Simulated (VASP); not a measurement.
Crystal: CdHgS2.

```xyz
4
Lattice="5.1414 0.0000 0.0000 0.0000 5.1414 0.0000 0.0000 0.0000 3.3757" Properties=species:S:1:pos:R:3 pbc="T T T"
Cd    2.5707    2.5707    1.6878
Hg    0.0000    0.0000    0.0000
S     2.5707    0.0000    0.0000
S     0.0000    2.5707    0.0000
```

Base run:

```yaml
Program: VASP 6.6.1
Functional: PBE
Potentials_or_basis: VASP PAW PBE potentials, release 64 (Cd, Hg, S)
Cutoff: 520 eV
k_mesh: 4 × 4 × 6
Occupations: gaussian, width 0.1 eV
Spin: no spin polarisation
```

Its results: band gap on the k mesh zero (band 18 reaches 3.96 eV, above the bottom of band 19 at 1.85 eV); pressure 0.3 GPa.

Task: The run is repeated on the same cell with these changes: potentials or basis from VASP PAW PBE potentials, release 64 (Cd, Hg, S) to VASP PAW PBE potentials, release 64 (Cd_sv_GW, Hg_sv_GW, S); cutoff from 520 eV to 540 eV; further incar settings from ALGO = Normal; EDIFF = 1e-06; NBANDS = 26 to ALGO = Normal; EDIFF = 1e-06; NBANDS = 34; valence electrons from 36 to 52. What comes out?

Result: Band gap on the k mesh zero (band 26 reaches 5.69 eV, above the bottom of band 27 at 3.56 eV); pressure -0.7 GPa.

Caveats: spin-orbit coupling is left out, which moves the levels of the heavy elements.
